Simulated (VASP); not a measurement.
# Ti (Pm-3m) in VASP: notebook, part 2 of 2

VASP 6.6.1. The steps go on from the part before.

## 3. Relaxation of cell and atoms, r2SCAN

This run uses another cell than the first one, of 19.47 Å³/atom.

The input, POSCAR:

```
Ti
1.0
    2.6900000000      0.0000000000      0.0000000000
    0.0000000000      2.6900000000      0.0000000000
    0.0000000000      0.0000000000      2.6900000000
Ti
1
Direct
    0.0000000000      0.0000000000      0.0000000000
```

The input, INCAR.step1:

```
ALGO = Normal
EDIFF = 1E-4
ENCUT = 600
GGA = PE
ISMEAR = 1
LASPH = True
LCHARG = False
LREAL = False
LWAVE = True
NELM = 80
PREC = Accurate
SIGMA = 0.05
```

The input, INCAR.step2:

```
ALGO = Normal
EDIFF = 1E-7
EDIFFG = -0.01
ENCUT = 600
IBRION = 2
ISIF = 3
ISMEAR = 1
ISTART = 1
LASPH = True
LCHARG = False
LMIXTAU = True
LREAL = False
LWAVE = False
METAGGA = R2SCAN
NELM = 80
NSW = 60
PREC = Accurate
SIGMA = 0.05
```

The input, KPOINTS:

```
k-points
0
Gamma
  6 6 6
```

Potentials or basis: VASP PAW PBE potentials, release 64 (Ti_sv).

The run is started by

```bash
$ cat potpaw_PBE.64/Ti_sv/POTCAR > POTCAR
$ cp INCAR.step1 INCAR
$ mpirun -np 1 vasp_std > vasp.out
$ cp INCAR.step2 INCAR
$ mpirun -np 1 vasp_std > vasp.out
```

OUTCAR:

```text
EDIFF = 1E-7
   EDIFFG = -0.01
   ENCUT = 600
   IBRION = 2
   ISIF = 3
   ISMEAR = 1
   ISTART = 1
   LASPH = True
   LREAL = False
   METAGGA = R2SCAN
   NELM = 80
   NSW = 60
   PREC = Accurate

 ion  position               nearest neighbor table
   1  0.000  0.000  0.000-

  LATTYP: Found a simple cubic cell.
 ALAT       =     2.6900000000

  Lattice vectors:

 A1 = (   2.6900000000,   0.0000000000,   0.0000000000)
 A2 = (   0.0000000000,   2.6900000000,   0.0000000000)
 A3 = (   0.0000000000,   0.0000000000,   2.6900000000)

Analysis of symmetry for initial positions (statically):
=====================================================================
 Subroutine PRICEL returns:
 Original cell was already a primitive cell.

 Routine SETGRP: Setting up the symmetry group for a
 simple cubic supercell.

 Subroutine GETGRP returns: Found 48 space group operations
 (whereof 48 operations were pure point group operations)
 out of a pool of 48 trial point group operations.

The static configuration has the point symmetry O_h .

Analysis of symmetry for dynamics (positions and initial velocities):
[... 145 lines left out ...]

 number of electron      12.0000000 magnetization

 Free energy of the ion-electron system (eV)
  ---------------------------------------------------
  ext. energy  EPLUGINS =         0.00000000
  ---------------------------------------------------
  free energy    TOTEN  =       -11.96960069 eV

  energy without entropy =      -11.97085558  energy(sigma->0) =      -11.97001899

------------------------ aborting loop because EDIFF is reached ----------------------------------------

  FORCE on cell =-STRESS in cart. coord.  units (eV):
  Direction    XX          YY          ZZ          XY          YZ          ZX
  --------------------------------------------------------------------------------------
  -------------------------------------------------------------------------------------
  Total       -0.6695500     -0.6695500     -0.6695500     -0.0000000      0.0000000     -0.0000000
  in kB      -55.1108086    -55.1108086    -55.1108086     -0.0000000      0.0000000     -0.0000000
  external PRESSURE =     -55.1108086 kB  Pullay stress =       0.0000000 kB
[... 92 lines left out ...]
--------------------------------------- Ionic step        4  -------------------------------------------

 number of electron      11.9999999 magnetization

 Free energy of the ion-electron system (eV)
  ---------------------------------------------------
  ext. energy  EPLUGINS =         0.00000000
  ---------------------------------------------------
  free energy    TOTEN  =       -11.99341223 eV

  energy without entropy =      -11.99287513  energy(sigma->0) =      -11.99323320

 E-fermi :   7.8322     XC(G=0): -12.0570

 val. band max:        7.8157634505   @ k =   0.3333   0.1667   0.1667
 cond. band min:       7.8660794406   @ k =   0.3333   0.3333   0.3333
 fundamental gap:      0.0503159901
 Fermi energy:         7.8321774120

 k-point     1 :       0.0000    0.0000    0.0000
  band No.  band energies     occupation
      1     -51.1057      2.00000
      2     -25.8274      2.00000
      3     -25.8274      2.00000
      4     -25.8274      2.00000
      5       1.6375      2.00000
      6       6.3429      2.00000
      7       6.3429      2.00000
      8      12.0631      0.00000
      9      12.0631      0.00000
     10      12.0631      0.00000
[... 273 lines left out ...]
  FREE ENERGIE OF THE ION-ELECTRON SYSTEM (eV)
  ---------------------------------------------------
  free  energy   TOTEN  =       -11.9934122292 eV

  energy  without entropy=      -11.9928751316  energy(sigma->0) =      -11.99323320

 reached required accuracy - stopping structural energy minimisation
```

OUTCAR.step1:

```text
EDIFF = 1E-4
   ENCUT = 600
   GGA = PE
   ISMEAR = 1
   LASPH = True
   LREAL = False
[... 468 lines left out ...]

 POSITION                                       TOTAL-FORCE (eV/Angst)
 -----------------------------------------------------------------------------------
      0.00000      0.00000      0.00000         0.000000      0.000000      0.000000
 -----------------------------------------------------------------------------------
    total drift:                               -0.000000      0.000000      0.000000

  FREE ENERGIE OF THE ION-ELECTRON SYSTEM (eV)
  ---------------------------------------------------
  free  energy   TOTEN  =        -6.9515185853 eV

  energy  without entropy=       -6.9503000034  energy(sigma->0) =       -6.95111239
```

OSZICAR.step1:

```text
N       E                     dE             d eps       ncg     rms          rms(c)
DAV:   1     0.864336064289E+02    0.86434E+02   -0.73386E+03   400   0.155E+03
DAV:   2    -0.295603239552E+01   -0.89390E+02   -0.87696E+02   414   0.329E+02
DAV:   3    -0.760014405031E+01   -0.46441E+01   -0.45322E+01   584   0.780E+01
DAV:   4    -0.769509654984E+01   -0.94952E-01   -0.93779E-01   470   0.997E+00
DAV:   5    -0.769919147009E+01   -0.40949E-02   -0.40925E-02   484   0.170E+00    0.708E+00
DAV:   6    -0.694063829660E+01    0.75855E+00   -0.30616E+00   430   0.220E+01    0.190E+00
DAV:   7    -0.694165565945E+01   -0.10174E-02   -0.77518E-02   428   0.281E+00    0.110E+00
DAV:   8    -0.695101357521E+01   -0.93579E-02   -0.33889E-02   474   0.203E+00    0.175E-01
DAV:   9    -0.695149177722E+01   -0.47820E-03   -0.13048E-03   470   0.350E-01    0.917E-02
DAV:  10    -0.695151858527E+01   -0.26808E-04   -0.28308E-04   372   0.218E-01
   1 F= -.69515186E+01 E0= -.69511124E+01  d E =-.121858E-02
```

Wall time 70 s (1 thread of Intel Xeon Platinum 8559C (Emerald Rapids), shared host); peak memory 0.15 GiB.

What came out:

```
Free energy                           : -11.9934 eV
Relaxed volume                        : 18.14 Å³/atom
Relaxed cell                          : a = 2.627 Å, b = 2.627 Å, c = 2.627 Å, α = 90.00°, β = 90.00°, γ = 90.00°
Space group after relaxing (to 0.1 Å) : Pm-3m (No. 221)
Energy gained by relaxing             : 23.8 meV/atom
Ionic steps                           : 4
Pressure after relaxing               : 0.1 GPa
Band gap on the k mesh                : zero (bands 6 and 7 overlap by 2.37 eV)
```

The path:
| step | energy change (eV) | largest force (eV/Å) | pressure (GPa) | volume (Å³) |
| --- | --- | --- | --- | --- |
| 1 | 0.0000 | 0.0000 | -5.51 | 19.47 |
| 2 | -0.0207 | 0.0000 | 1.83 | 17.64 |
| 3 | -0.0238 | 0.0000 | 0.17 | 18.10 |
| 4 | -0.0238 | 0.0000 | 0.07 | 18.14 |

Final structure:
```
Ti
1.0
     2.62735    0.00000    0.00000
     0.00000    2.62735    0.00000
     0.00000    0.00000    2.62735
Ti
1
Direct
  0.00000 0.00000 0.00000
```

Caveat: the k points lie up to 0.40 Å⁻¹ apart in the final cell, too coarse for converged energies and pressures of a metal; the PAW data sets were made with another functional, which shifts forces and pressure a little.

## 4. Relaxation of cell and atoms, r2SCAN, target pressure 20 GPa, at which the enthalpy is minimised

This run uses another cell than the first one, of 19.47 Å³/atom.

POSCAR is that of step 3.

The input, INCAR.step1:

```
SYSTEM = Ti
  PREC = Accurate
  ENCUT = 600
  ISMEAR = 1
  SIGMA = 0.05
  LREAL = .False.
  LASPH = .True.
  NELM = 60
  GGA = PE
  ALGO = Normal
  EDIFF = 1E-4
  LWAVE = .True.
  LCHARG = .False.
```

The input, INCAR.step2:

```
SYSTEM = Ti
  PREC = Accurate
  ENCUT = 600
  EDIFF = 1E-6
  ISMEAR = 1
  SIGMA = 0.05
  LREAL = .False.
  LASPH = .True.
  NELM = 60
  ALGO = Normal
  ISIF = 3
  LWAVE = .False.
  LCHARG = .False.
  METAGGA = R2SCAN
  LMIXTAU = .True.
  IBRION = 2
  NSW = 60
  EDIFFG = -0.01
  PSTRESS = 200.0
  ISTART = 1
```

The input, KPOINTS:

```
regular mesh
0
Gamma
  6 6 6
  0 0 0
```

Potentials or basis: VASP PAW PBE potentials, release 64 (Ti_sv).

The run is started by

```bash
$ cat potpaw_PBE.64/Ti_sv/POTCAR > POTCAR
$ cp INCAR.step1 INCAR
$ mpirun -np 1 vasp_std > vasp.out
$ cp INCAR.step2 INCAR
$ mpirun -np 1 vasp_std > vasp.out
```

OUTCAR:

```text
SYSTEM = Ti
   PREC = Accurate
   ENCUT = 600
   EDIFF = 1E-6
   ISMEAR = 1
   LREAL = .False.
   LASPH = .True.
   NELM = 60
   ISIF = 3
   METAGGA = R2SCAN
   IBRION = 2
   NSW = 60
   EDIFFG = -0.01
   PSTRESS = 200.0
   ISTART = 1

 ion  position               nearest neighbor table
   1  0.000  0.000  0.000-

  LATTYP: Found a simple cubic cell.
 ALAT       =     2.6900000000

  Lattice vectors:

 A1 = (   2.6900000000,   0.0000000000,   0.0000000000)
 A2 = (   0.0000000000,   2.6900000000,   0.0000000000)
 A3 = (   0.0000000000,   0.0000000000,   2.6900000000)

Analysis of symmetry for initial positions (statically):
=====================================================================
 Subroutine PRICEL returns:
 Original cell was already a primitive cell.

 Routine SETGRP: Setting up the symmetry group for a
 simple cubic supercell.

 Subroutine GETGRP returns: Found 48 space group operations
 (whereof 48 operations were pure point group operations)
 out of a pool of 48 trial point group operations.

The static configuration has the point symmetry O_h .

Analysis of symmetry for dynamics (positions and initial velocities):
=====================================================================
 Subroutine PRICEL returns:
 Original cell was already a primitive cell.

 Routine SETGRP: Setting up the symmetry group for a
 simple cubic supercell.

 Subroutine GETGRP returns: Found 48 space group operations
 (whereof 48 operations were pure point group operations)
 out of a pool of 48 trial point group operations.

The dynamic configuration has the point symmetry O_h .

 Subroutine INISYM returns: Found 48 space group operations
 (whereof 48 operations are pure point group operations),
 and found     1 'primitive' translations

----------------------------------------------------------------------------------------

                                     Primitive cell

  volume of cell :      19.4651

  direct lattice vectors                    reciprocal lattice vectors
     2.690000000  0.000000000  0.000000000     0.371747212  0.000000000  0.000000000
     0.000000000  2.690000000  0.000000000     0.000000000  0.371747212  0.000000000
     0.000000000  0.000000000  2.690000000     0.000000000  0.000000000  0.371747212

  length of vectors
     2.690000000  2.690000000  2.690000000     0.371747212  0.371747212  0.371747212

  position of ions in fractional coordinates (direct lattice)
     0.000000000  0.000000000  0.000000000

  ion indices of the primitive-cell ions
   primitive index   ion index
                 1           1

----------------------------------------------------------------------------------------

 KPOINTS: regular mesh

Automatic generation of k-mesh.
 Grid dimensions read from file:
 generate k-points for:    6    6    6

 Generating k-lattice:

  Cartesian coordinates                     Fractional coordinates (reciprocal lattice)
     0.061957869  0.000000000  0.000000000     0.166666667  0.000000000  0.000000000
     0.000000000  0.061957869  0.000000000     0.000000000  0.166666667  0.000000000
     0.000000000  0.000000000  0.061957869     0.000000000  0.000000000  0.166666667

  Length of vectors
     0.061957869  0.061957869  0.061957869

  Shift w.r.t. Gamma in fractional coordinates (k-lattice)
     0.000000000  0.000000000  0.000000000

 Subroutine IBZKPT returns following result:
 ===========================================

 Found     20 irreducible k-points:

 Following reciprocal coordinates:
            Coordinates               Weight
  0.000000  0.000000  0.000000      1.000000
  0.166667  0.000000  0.000000      6.000000
  0.333333  0.000000  0.000000      6.000000
  0.500000  0.000000  0.000000      3.000000
  0.166667  0.166667  0.000000     12.000000
  0.333333  0.166667  0.000000     24.000000
[... 12 lines left out ...]
  0.500000  0.500000  0.333333      6.000000
  0.500000  0.500000  0.500000      1.000000
   k-points           NKPTS =     20   k-points in BZ     NKDIM =     20   number of bands    NBANDS=     10
   number of dos      NEDOS =    301   number of ions     NIONS =      1
   total plane-waves  NPLWV =  13824
   dimension x,y,z NGX =    24 NGY =   24 NGZ =   24
   dimension x,y,z NGXF=    48 NGYF=   48 NGZF=   48
   ions per type =               1
   NGX,Y,Z   is equivalent  to a cutoff of  14.83, 14.83, 14.83 a.u.
   NGXF,Y,Z  is equivalent  to a cutoff of  29.66, 29.66, 29.66 a.u.
 SYSTEM =  Ti
   PREC   = accura    normal or accurate (medium, high low for compatibility)
   ISTART =      1    job   : 0-new  1-cont  2-samecut
   ICHARG =      0    charge: 1-file 2-atom 10-const
   ISPIN  =      1    spin polarized calculation?
   LNONCOLLINEAR =      F non collinear calculations
   LSORBIT =      F    spin-orbit coupling
   LASPH  =      T    aspherical Exc in radial PAW
   ENCUT  =  600.0 eV  44.10 Ry    6.64 a.u.   5.37  5.37  5.37*2*pi/ulx,y,z
   NELM   =     60;   NELMIN=  2; NELMDL=  0     # of ELM steps
   EDIFF  = 0.1E-05   stopping-criterion for ELM
   LREAL  =      F    real-space projection
   EDIFFG = -.1E-01   stopping-criterion for IOM
   NSW    =     60    number of steps for IOM
   IBRION =      2    ionic relax: 0-MD 1-quasi-New 2-CG
   NFREE  =      1    steps in history (QN), initial steepest desc. (CG)
   ISIF   =      3    stress and relaxation
   ISYM   =      2    0-nonsym 1-usesym 2-fastsym
   POTIM  = 0.5000    time-step for ionic-motion
   TEBEG  =    0.0;   TEEND  =   0.0 temperature during run
   PSTRESS=  200.0 pullay stress
   NELECT =      12.0000    total number of electrons
   NUPDOWN=      -1.0000    fix difference up-down
   EMIN   =  10.00;   EMAX   =-10.00  energy-range for DOS
   EFERMI =   0.00;   METHOD = LEGACY
   ISMEAR =     1;   SIGMA  =   0.05  broadening in eV -4-tet -1-fermi 0-gaus
   EFERMI_NEDOS =   21; number of points for ismear=-14 and -15
   IALGO  =     38    algorithm
   IMIX   =      4    mixing-type and parameters
     AMIX     =   0.40;   BMIX     =  1.00
     AMIX_MAG =   1.60;   BMIX_MAG =  1.00
  volume/ion in A,a.u.               =      19.47       131.36
  Fermi-wavevector in a.u.,A,eV,Ry     =   1.393316  2.632986 26.413392  1.941330
  Thomas-Fermi vector in A             =   2.516974
   LORBIT       =      0    0 simple, 1 ext, 2 COOP (PROOUT), +10 PAW based schemes
   METAGGA = R2SCAN    functional components
   LHFCALC =     F    Hartree Fock is set to
   AEXX    =    0.0000 exact exchange contribution
   IVDW    =     0    specifies the selected vdW correction
   LEPSILON=     F    determine dielectric tensor
   LRPA    =     F    only Hartree local field effects (RPA)
 conjugate gradient relaxation of ions
 non-spin polarized calculation
 Methfessel and Paxton  Order N= 1 SIGMA  =   0.05
  energy-cutoff  :      600.00
  volume of cell :       19.47
 maximum number of plane-waves:       672
 NGX is ok and might be reduce to    24
   NGX = 11   NGY = 11   NGZ = 11

--------------------------------------- Ionic step        1  -------------------------------------------

 number of electron      12.0000000 magnetization

 Free energy of the ion-electron system (eV)
  ---------------------------------------------------
  ext. energy  EPLUGINS =         0.00000000
  ---------------------------------------------------
  free energy    TOTEN  =       -11.96960167 eV

  energy without entropy =      -11.97086086  energy(sigma->0) =      -11.97002140

------------------------ aborting loop because EDIFF is reached ----------------------------------------

  FORCE on cell =-STRESS in cart. coord.  units (eV):
  Direction    XX          YY          ZZ          XY          YZ          ZX
  --------------------------------------------------------------------------------------
  -------------------------------------------------------------------------------------
  Total       -0.6821361     -0.6821361     -0.6821361     -0.0000000      0.0000000     -0.0000000
  in kB      -56.1467712    -56.1467712    -56.1467712     -0.0000000      0.0000000     -0.0000000
  external PRESSURE =    -256.1467712 kB  Pullay stress =     200.0000000 kB
[... 24 lines left out ...]
--------------------------------------- Ionic step        2  -------------------------------------------

 number of electron      11.9999998 magnetization

 E-fermi :  13.2022     XC(G=0): -14.3201

 val. band max:       13.1683127848   @ k =   0.5000   0.1667   0.0000
 cond. band min:      13.2396848567   @ k =   0.3333   0.3333   0.1667
 fundamental gap:      0.0713720719
 Fermi energy:        13.2022140646

 k-point     1 :       0.0000    0.0000    0.0000
  band No.  band energies     occupation
      1     -45.9750      2.00000
      2     -19.5295      2.00000
      3     -19.5295      2.00000
      4     -19.5295      2.00000
      5       6.3387      2.00000
      6      10.2188      2.00000
      7      10.2188      2.00000
      8      19.3428      0.00000
      9      19.3428      0.00000
     10      19.3428      0.00000
[... 355 lines left out ...]
--------------------------------------- Ionic step        5  -------------------------------------------

 number of electron      12.0000003 magnetization

 Free energy of the ion-electron system (eV)
  ---------------------------------------------------
  ext. energy  EPLUGINS =         0.00000000
  ---------------------------------------------------
  free energy    TOTEN  =       -11.83720399 eV

  energy without entropy =      -11.83463913  energy(sigma->0) =      -11.83634904

 E-fermi :   9.7808     XC(G=0): -12.9939

 val. band max:        9.7799849150   @ k =   0.3333   0.1667   0.1667
 cond. band min:       9.7931301049   @ k =   0.3333   0.0000   0.0000
 fundamental gap:      0.0131451899
 Fermi energy:         9.7807672635

 k-point     1 :       0.0000    0.0000    0.0000
  band No.  band energies     occupation
      1     -49.0372      2.00000
      2     -23.4176      2.00000
      3     -23.4176      2.00000
      4     -23.4176      2.00000
      5       3.3365      2.00000
      6       7.9040      2.00000
      7       7.9040      2.00000
      8      14.8389      0.00000
      9      14.8389      0.00000
     10      14.8389      0.00000
[... 277 lines left out ...]
  energy  without entropy=      -11.8346391280  energy(sigma->0) =      -11.83634904

  enthalpy is  TOTEN    =        -9.9467010377 eV   P V=        1.8905029547

 reached required accuracy - stopping structural energy minimisation
```

Wall time 85 s (1 thread of Intel Xeon Platinum 8559C (Emerald Rapids), shared host); peak memory 0.15 GiB.

What came out:

| Item | Value |
| --- | --- |
| Free energy | -11.8372 eV |
| Relaxed volume | 15.14 Å³/atom |
| Relaxed cell | a = 2.474 Å, b = 2.474 Å, c = 2.474 Å, α = 90.00°, β = 90.00°, γ = 90.00° |
| Space group after relaxing (to 0.1 Å) | Pm-3m (No. 221) |
| Energy change on relaxing (the run minimises the enthalpy) | +132.4 meV/atom |
| Ionic steps | 5 |
| Pressure after relaxing | 20.0 GPa |
| Band gap on the k mesh | zero (bands 6 and 7 overlap by 3.03 eV) |

Step by step:
```tsv
step	energy change (eV)	largest force (eV/Å)	pressure (GPa)	volume (Å³)
1	0.0000	0.0000	-5.61	19.47
2	0.9214	0.0000	69.26	11.95
3	0.1271	0.0000	19.42	15.19
4	0.1368	0.0000	20.19	15.11
5	0.1324	0.0000	20.04	15.14
```

Final structure:
```
Ti
1.0
     2.47411    0.00000    0.00000
     0.00000    2.47411    0.00000
     0.00000    0.00000    2.47411
Ti
1
Direct
  0.00000 0.00000 0.00000
```

Caveat: the k points lie up to 0.42 Å⁻¹ apart in the final cell, too coarse for converged energies and pressures of a metal; the cell is relaxed towards a set pressure, so the run minimises the enthalpy, not the energy; the volume moved by over 15 % at a fixed basis, so the end points are rough; the PAW data sets were made with another functional, which shifts forces and pressure a little.

## 5. The runs side by side

```csv
task,cell,cutoff (eV),gap on the mesh (eV),pressure (GPa)
single point,"a = 2.622 Å, 1 atom",520,none,0.5
relaxation of cell and atoms,"relaxed from a = 2.690 Å, 1 atom",600,none,0.1
relaxation of cell and atoms,"relaxed to 20 GPa from a = 2.690 Å, 1 atom",600,none,20.0
```

Alike in all rows: level r2SCAN; potentials or basis VASP PAW PBE potentials, release 64 (Ti_sv); no spin polarisation; k mesh 6 × 6 × 6; smearing methfessel-paxton 0.05 eV.

Caveats: all runs use coarse meshes; the PAW data sets were made with another functional, which shifts forces and pressure a little; the cell is relaxed towards a set pressure, so the run minimises the enthalpy, not the energy (at least some runs); the volume moved by over 15 % at a fixed basis, so the end points are rough (at least some runs).

Absolute energies hang on the potentials; compare differences alone.
